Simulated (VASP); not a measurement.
Input of a VASP 6.6.1 run:

INCAR

```
SYSTEM = HfPt2
ALGO = Normal
EDIFF = 1E-6
ENCUT = 520
GGA = PE
ISIF = 2
ISMEAR = 0
LASPH = .True.
LCHARG = .False.
LREAL = .False.
LWAVE = .False.
NBANDS = 22
NELM = 100
PREC = Accurate
SIGMA = 0.1
```

The input KPOINTS:

```
k-points
0
Gamma
  6 6 6
  0 0 0
```

The input POSCAR:

```
HfPt2
1.0
    0.0000000000      3.1320836983      3.1320836983
    3.1320836983      0.0000000000      3.1320836983
    3.1320836983      3.1320836983      0.0000000000
Hf Pt
1 2
Direct
    0.0000000000      0.0000000000      0.0000000000
    0.2500000000      0.2500000000      0.2500000000
    0.7500000000      0.7500000000      0.7500000000
```

Potentials or basis: VASP PAW PBE potentials, release 64 (Hf_pv, Pt).

Run with:

```console
$ cat potpaw_PBE.64/Hf_pv/POTCAR potpaw_PBE.64/Pt/POTCAR > POTCAR
$ mpirun -np 1 vasp_std > vasp.out
```

Q: What does it give for the band gap on the k mesh?

A: Zero (bands 15 and 16 overlap by 0.57 eV).

Q: What does it give for the pressure?

A: -0.8 GPa.

Caveat: spin-orbit coupling is left out, which moves the levels of the heavy elements.
